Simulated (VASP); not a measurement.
Input of a VASP 6.6.1 run:

The input INCAR:

```
PREC = Accurate ; ENCUT = 600
EDIFF = 1E-7 ; ISMEAR = 0
SIGMA = 0.1 ; LREAL = F
LASPH = T ; NELM = 100
ALGO = Normal ; ISIF = 3
LWAVE = F ; LCHARG = F
GGA = PS ; IVDW = 12
IBRION = 2 ; NSW = 100
EDIFFG = -0.002 ; PSTRESS = 101.0
```

Contents of KPOINTS:

```
Automatic mesh
0
Gamma
  16 16 16
```

The input POSCAR:

```
Bi
1.0
   -1.9814305318      1.9814305318      1.9814305318
    1.9814305318     -1.9814305318      1.9814305318
    1.9814305318      1.9814305318     -1.9814305318
Bi
1
Direct
    0.0000000000      0.0000000000      0.0000000000
```

Potentials or basis: VASP PAW PBE potentials, release 64 (Bi_d).

Launch:

```sh
$ cat potpaw_PBE.64/Bi_d/POTCAR > POTCAR
$ mpirun -np 1 vasp_std > vasp.out
```

(1) Estimate the dispersion energy per atom.

(2) Estimate the relaxed cell.

Answers

(1) -0.645 eV.

(2) a = 3.212 Å, b = 3.212 Å, c = 3.212 Å, α = 109.47°, β = 109.47°, γ = 109.47°.

Caveat: the cell is relaxed towards a set pressure, so the run minimises the enthalpy, not the energy.
